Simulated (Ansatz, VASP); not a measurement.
Two plane-wave programs on MnO

INCAR

```
SYSTEM = MnO
PREC = Accurate
ENCUT = 520
EDIFF = 1E-7
ISMEAR = 0
SIGMA = 0.15
LREAL = .False.
LASPH = .True.
NELM = 150
ALGO = Normal
ISIF = 2
LWAVE = .False.
LCHARG = .False.
ISPIN = 2
MAGMOM = 4.41 0.25
LORBIT = 11
LMAXMIX = 4
GGA = PS
NBANDS = 20
```

The input KPOINTS:

```
regular mesh
0
Gamma
  18 18 18
  0 0 0
```

The input POSCAR:

```
MnO
1.0
    0.0000000000      1.9998000000      2.2220000000
    2.2220000000      0.0000000000      2.2220000000
    2.2220000000      1.9998000000      0.0000000000
Mn O
1 1
Direct
    0.0000000000      0.0000000000      0.0000000000
    0.5000000000      0.5000000000      0.5000000000
```

Input for Ansatz:

```yaml
crystal:
  lattice:
    - [0.0, 1.9998, 2.222]
    - [2.222, 0.0, 2.222]
    - [2.222, 1.9998, 0.0]
  atoms:
    - { symbol: Mn, position: [0.0, 0.0, 0.0], spin: 4.41 }
    - { symbol: O, position: [0.5, 0.5, 0.5], spin: 0.25 }
basis:
  ecutwfc: 420
kpoints:
  mp_grid: { grid: [18, 18, 18] }
hamiltonian:
  xc: pbesol
scf:
  occupations: { method: gaussian, width: 0.15 }
output:
  forces: true
  stress: true
  eigenvalues: true
  populations: true
magnetization:
  spin_polarized: true
```

Change from the starting cell: strain -0.1000 x Voigt [0, 1, 0, 0, 0, 0], atoms carried along.

Alike in both runs: task single point; functional PBEsol; k mesh 18 × 18 × 18; occupations gaussian, width 0.15 eV; collinear spin.

|  | VASP | Ansatz |
| --- | --- | --- |
| version | VASP 6.6.1 | Ansatz 0.2.0 |
| potentials or method | VASP PAW PBE potentials, release 64 (Mn_pv, O), cutoff 520 eV | scalar-relativistic, plane waves, PAW |
| valence electrons in the cell | 19 | 21 |

```csv
,VASP,Ansatz,Ansatz less VASP
gap on the k mesh at the Fermi level (eV),none,none,-
pressure (GPa),7.8,7.2,-0.62
"traceless stress, the component that is largest in VASP (GPa)",8.58,7.98,-0.599
net moment per atom (μB),2.19,2.19,0.000
size of the moment on the site where the two differ most (μB),4.00,3.55,-0.450
```

VASP's potentials were made for PBE, not for PBEsol. Site moments also hang on the region over which each program counts them. A gap of «none» marks a metal or a gap that the smearing closes. VASP's potentials hold 19 valence electrons a cell and Ansatz's 21, so a difference there can come from the potentials and not from the codes.
